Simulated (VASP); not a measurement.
# KTaO3 (Pm-3m) in VASP: further runs, part 2 of 2

VASP 6.6.1.

**3. Relaxation of cell and atoms, r2SCAN**

This run uses another cell than the first one, of 12.61 Å³/atom.

The input, POSCAR:

```
KTaO3
1.0
    3.9800000000      0.0000000000      0.0000000000
    0.0000000000      3.9800000000      0.0000000000
    0.0000000000      0.0000000000      3.9800000000
K Ta O
1 1 3
Direct
    0.0000000000      0.0000000000      0.0000000000
    0.5000000000      0.5000000000      0.5000000000
    0.5000000000      0.5000000000      0.0000000000
    0.5000000000      0.0000000000      0.5000000000
    0.0000000000      0.5000000000      0.5000000000
```

The input, INCAR.step1:

```
SYSTEM = KTaO3
PREC = Accurate
ENCUT = 600
ISMEAR = 0
SIGMA = 0.01
LREAL = .FALSE.
LASPH = .TRUE.
NELM = 100
GGA = PE
ALGO = Normal
EDIFF = 1E-4
LWAVE = .TRUE.
LCHARG = .FALSE.
```

The input, INCAR.step2:

```
SYSTEM = KTaO3
PREC = Accurate
ENCUT = 600
EDIFF = 1E-6
ISMEAR = 0
SIGMA = 0.01
LREAL = .FALSE.
LASPH = .TRUE.
NELM = 100
ALGO = Normal
ISIF = 3
LWAVE = .FALSE.
LCHARG = .FALSE.
METAGGA = R2SCAN
LMIXTAU = .TRUE.
IBRION = 2
NSW = 80
EDIFFG = -0.002
ISTART = 1
```

The input, KPOINTS:

```
Automatic mesh
0
G
  8 8 8
  0 0 0
```

Potentials or basis: VASP PAW PBE potentials, release 64 (K_sv, Ta_pv, O).

On the command line:

```bash
$ cat potpaw_PBE.64/K_sv/POTCAR potpaw_PBE.64/Ta_pv/POTCAR potpaw_PBE.64/O/POTCAR > POTCAR
$ cp INCAR.step1 INCAR
$ mpirun -np 1 vasp_std > vasp.out
$ cp INCAR.step2 INCAR
$ mpirun -np 1 vasp_std > vasp.out
```

OUTCAR:

```text
SYSTEM = KTaO3
   PREC = Accurate
   ENCUT = 600
   EDIFF = 1E-6
   ISMEAR = 0
   LREAL = .FALSE.
   LASPH = .TRUE.
   NELM = 100
   ISIF = 3
   METAGGA = R2SCAN
   IBRION = 2
   NSW = 80
   EDIFFG = -0.002
   ISTART = 1

 ion  position               nearest neighbor table
   1  0.000  0.000  0.000-   3 2.81   4 2.81   5 2.81   4 2.81   5 2.81   3 2.81   5 2.81   5 2.81
                             3 2.81   4 2.81   4 2.81   3 2.81   2 3.45   2 3.45   2 3.45   2 3.45
   2  0.500  0.500  0.500-   3 1.99   4 1.99   5 1.99   3 1.99   4 1.99   5 1.99   1 3.45   1 3.45
                             1 3.45   1 3.45   1 3.45   1 3.45   1 3.45   1 3.45
   3  0.500  0.500  0.000-   2 1.99   2 1.99   1 2.81   1 2.81   1 2.81   1 2.81
   4  0.500  0.000  0.500-   2 1.99   2 1.99   1 2.81   1 2.81   1 2.81   1 2.81
   5  0.000  0.500  0.500-   2 1.99   2 1.99   1 2.81   1 2.81   1 2.81   1 2.81

  LATTYP: Found a simple cubic cell.
 ALAT       =     3.9800000000

  Lattice vectors:

 A1 = (   3.9800000000,   0.0000000000,   0.0000000000)
 A2 = (   0.0000000000,   3.9800000000,   0.0000000000)
 A3 = (   0.0000000000,   0.0000000000,   3.9800000000)

Analysis of symmetry for initial positions (statically):
=====================================================================
 Subroutine PRICEL returns:
 Original cell was already a primitive cell.

 Routine SETGRP: Setting up the symmetry group for a
 simple cubic supercell.

 Subroutine GETGRP returns: Found 48 space group operations
 (whereof 48 operations were pure point group operations)
 out of a pool of 48 trial point group operations.

The static configuration has the point symmetry O_h .

Analysis of symmetry for dynamics (positions and initial velocities):
=====================================================================
 Subroutine PRICEL returns:
 Original cell was already a primitive cell.

 Routine SETGRP: Setting up the symmetry group for a
 simple cubic supercell.

[... 133 lines left out ...]
  Thomas-Fermi vector in A             =   2.507535
   LORBIT       =      0    0 simple, 1 ext, 2 COOP (PROOUT), +10 PAW based schemes
   METAGGA = R2SCAN    functional components
   LHFCALC =     F    Hartree Fock is set to
   AEXX    =    0.0000 exact exchange contribution
   IVDW    =     0    specifies the selected vdW correction
   LEPSILON=     F    determine dielectric tensor
   LRPA    =     F    only Hartree local field effects (RPA)
 conjugate gradient relaxation of ions
 non-spin polarized calculation
 Gauss-broadening in eV      SIGMA  =   0.01
  energy-cutoff  :      600.00
  volume of cell :       63.04
 maximum number of plane-waves:      2176
 NGX is ok and might be reduce to    32
   NGX = 15   NGY = 15   NGZ = 15

--------------------------------------- Ionic step        1  -------------------------------------------

 number of electron      37.9999987 magnetization

 Free energy of the ion-electron system (eV)
  ---------------------------------------------------
  ext. energy  EPLUGINS =         0.00000000
  ---------------------------------------------------
  free energy    TOTEN  =       -87.16889622 eV

  energy without entropy =      -87.16889622  energy(sigma->0) =      -87.16889622

------------------------ aborting loop because EDIFF is reached ----------------------------------------

  FORCE on cell =-STRESS in cart. coord.  units (eV):
  Direction    XX          YY          ZZ          XY          YZ          ZX
  --------------------------------------------------------------------------------------
  -------------------------------------------------------------------------------------
  Total        0.9463713      0.9463713      0.9463713     -0.0000000      0.0000000     -0.0000000
  in kB       24.0504341     24.0504341     24.0504341     -0.0000000      0.0000000     -0.0000000
  external PRESSURE =      24.0504341 kB  Pullay stress =       0.0000000 kB
[... 65 lines left out ...]
--------------------------------------- Ionic step        3  -------------------------------------------

 number of electron      37.9999993 magnetization

 Free energy of the ion-electron system (eV)
  ---------------------------------------------------
  ext. energy  EPLUGINS =         0.00000000
  ---------------------------------------------------
  free energy    TOTEN  =       -87.17411303 eV

  energy without entropy =      -87.17411303  energy(sigma->0) =      -87.17411303

 E-fermi :   1.5067     XC(G=0): -11.5284

 val. band max:        1.3830719358   @ k =   0.5000   0.5000   0.5000
 cond. band min:       3.9709848149   @ k =   0.0000   0.0000   0.0000
 fundamental gap:      2.5879128791
 Fermi energy:         1.5067316140

 k-point     1 :       0.0000    0.0000    0.0000
  band No.  band energies     occupation
      1     -33.9187      2.00000
      2     -33.9187      2.00000
      3     -33.9187      2.00000
      4     -27.0684      2.00000
      5     -17.1505      2.00000
      6     -16.4829      2.00000
[... 613 lines left out ...]
     22       7.8685      0.00000
     23      10.1644      0.00000

 [... further k-points ...]
[... 5 lines left out ...]
  --------------------------------------------------------------------------------------
  -------------------------------------------------------------------------------------
  Total       -0.0081973     -0.0081973     -0.0081973      0.0000000      0.0000000     -0.0000000
  in kB       -0.2059872     -0.2059872     -0.2059872      0.0000000      0.0000000     -0.0000000
  external PRESSURE =      -0.2059872 kB  Pullay stress =       0.0000000 kB
[... 20 lines left out ...]
  FREE ENERGIE OF THE ION-ELECTRON SYSTEM (eV)
  ---------------------------------------------------
  free  energy   TOTEN  =       -87.1741130277 eV

  energy  without entropy=      -87.1741130277  energy(sigma->0) =      -87.17411303

 reached required accuracy - stopping structural energy minimisation
```

OUTCAR.step1:

```text
SYSTEM = KTaO3
   PREC = Accurate
   ENCUT = 600
   ISMEAR = 0
   LREAL = .FALSE.
   LASPH = .TRUE.
[... 859 lines left out ...]
      1.99000      1.99000      0.00000         0.000000      0.000000      0.000000
      1.99000      0.00000      1.99000         0.000000      0.000000      0.000000
      0.00000      1.99000      1.99000         0.000000      0.000000      0.000000
 -----------------------------------------------------------------------------------
    total drift:                                0.000000     -0.000000     -0.000000

  FREE ENERGIE OF THE ION-ELECTRON SYSTEM (eV)
  ---------------------------------------------------
  free  energy   TOTEN  =       -41.0211117850 eV

  energy  without entropy=      -41.0211117850  energy(sigma->0) =      -41.02111178
```

It took 2.8 min on 1 thread of Intel Xeon 6975P-C (Granite Rapids), shared host; peak memory 0.25 GiB.

Results:

* Free energy: -87.1741 eV
* Relaxed volume: 12.75 Å³/atom
* Relaxed cell: a = 3.995 Å, b = 3.995 Å, c = 3.995 Å, α = 90.00°, β = 90.00°, γ = 90.00°
* Space group after relaxing (to 0.1 Å): Pm-3m (No. 221)
* Energy gained by relaxing: 1.0 meV/atom
* Ionic steps: 3
* Pressure after relaxing: 0.0 GPa
* Band gap on the k mesh: 2.59 eV (least direct gap 3.24 eV)

Step by step:
| step | energy change (eV) | largest force (eV/Å) | pressure (GPa) | volume (Å³) |
| --- | --- | --- | --- | --- |
| 1 | 0.0000 | 0.0000 | 2.41 | 63.04 |
| 2 | 0.0055 | 0.0000 | -3.32 | 64.79 |
| 3 | -0.0052 | 0.0000 | -0.02 | 63.76 |

Final structure:
```
CELL_PARAMETERS angstrom
3.99497 0.00000 0.00000
0.00000 3.99497 0.00000
0.00000 0.00000 3.99497
ATOMIC_POSITIONS crystal
K 0.00000 0.00000 0.00000
Ta 0.50000 0.50000 0.50000
O 0.50000 0.50000 0.00000
O 0.50000 0.00000 0.50000
O 0.00000 0.50000 0.50000
```

Levels at points of the mesh, in eV from the valence-band top:
```
           k point  band 16  band 17  band 18  band 19  band 20  band 21  band 22  band 23
(0.00, 0.00, 0.00)    -1.09    -0.65    -0.65    -0.65     2.59     2.59     2.59     7.02
(0.50, 0.00, 0.00)    -2.14    -1.53    -0.89    -0.89     2.74     5.40     5.40     7.04
(0.50, 0.50, 0.00)    -1.75    -1.46    -1.46    -0.04     5.44     5.44     6.74     8.05
(0.50, 0.50, 0.50)    -3.94     0.00     0.00     0.00     6.87     6.87     6.87     9.65
```

Caveat: the PAW data sets were made with another functional, which shifts forces and pressure a little; spin-orbit coupling is left out, which moves the levels of the heavy elements. A k mesh can miss the band edges.
